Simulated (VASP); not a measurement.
Write the native input for VASP 6.6.1 that does the following.

| Item | Value |
| --- | --- |
| Task | single point |
| Functional | HSE06 |
| Potentials or basis | VASP PAW PBE potentials, release 64 (Sn_d, S) |
| Cutoff | 400 eV |
| k mesh | 6 × 6 × 4 |
| Occupations | gaussian, width 0.01 eV |
| Spin | no spin polarisation |
| Dipole correction | no |
| Grid for exact exchange (PRECFOCK) | Normal |
| Further INCAR settings | ALGO = Normal; EDIFF = 1e-06; NBANDS = 20 |
| Share of exact exchange | 0.25 |
| Screening parameter | 0.2079 1/Å |

The system is SnS2.

```
Sn S
1.0
     3.77058    0.00000    0.00000
    -1.88529    3.26542    0.00000
     0.00000    0.00000    6.14063
Sn S
1 2
Direct
  0.00000 0.00000 0.00000
  0.33333 0.66667 0.23302
  0.66667 0.33333 0.76698
```

This cell differs from its parent crystal: strain +3.0%.

The input as run:

POSCAR

```
SnS2
1.0
    3.7705774507      0.0000000000      0.0000000000
   -1.8852887254      3.2654158593      0.0000000000
    0.0000000000      0.0000000000      6.1406342826
Sn S
1 2
Direct
    0.0000000000      0.0000000000      0.0000000000
    0.3333333333      0.6666666667      0.2330192396
    0.6666666667      0.3333333333      0.7669807604
```

INCAR.step1

```
SYSTEM = SnS2
  PREC = Accurate
  ENCUT = 400
  EDIFF = 1E-5
  ISMEAR = 0
  SIGMA = 0.01
  LREAL = .FALSE.
  LASPH = .TRUE.
  NELM = 120
  ALGO = Normal
  ISIF = 2
  LWAVE = .TRUE.
  LCHARG = .FALSE.
  GGA = PE
  NBANDS = 20
  GGA_COMPAT = .FALSE.
  KPAR = 4
```

INCAR.step2

```
SYSTEM = SnS2
  PREC = Accurate
  ENCUT = 400
  EDIFF = 1E-6
  ISMEAR = 0
  SIGMA = 0.01
  LREAL = .FALSE.
  LASPH = .TRUE.
  NELM = 120
  ALGO = Normal
  ISIF = 2
  LWAVE = .FALSE.
  LCHARG = .FALSE.
  GGA = PE
  LHFCALC = .TRUE.
  HFSCREEN = 0.2079
  PRECFOCK = Normal
  ISTART = 1
  NBANDS = 20
  GGA_COMPAT = .FALSE.
  KPAR = 4
```

KPOINTS

```
Automatic mesh
0
G
  6 6 4
  0 0 0
```

Potentials or basis: VASP PAW PBE potentials, release 64 (Sn_d, S).

Launch:

```console
$ cat potpaw_PBE.64/Sn_d/POTCAR potpaw_PBE.64/S/POTCAR > POTCAR
$ cp INCAR.step1 INCAR
$ mpirun -np 4 vasp_std > vasp.out
$ cp INCAR.step2 INCAR
$ mpirun -np 4 vasp_std > vasp.out
```

It gave:

```json
{
 "Pressure": "-3.6 GPa",
 "Largest force": "0.269 eV/Å",
 "Band gap on the k mesh": "2.29 eV (least direct gap 2.45 eV)"
}
```

Caveat: the cell differs from its parent crystal (strain +3.0%); the cell stands under tension; the PAW data sets were made with another functional, which shifts forces and pressure a little; spin-orbit coupling is left out, which moves the levels of the heavy elements; this functional lacks dispersion, which binds layers or chains, so the pressure and a relaxed spacing across them are unreliable.

Wall time 7.6 min on 4 MPI ranks on Intel(R) Xeon(R) 6975P-C (Granite Rapids), with other jobs on the host, peak memory 0.28 GiB a rank.
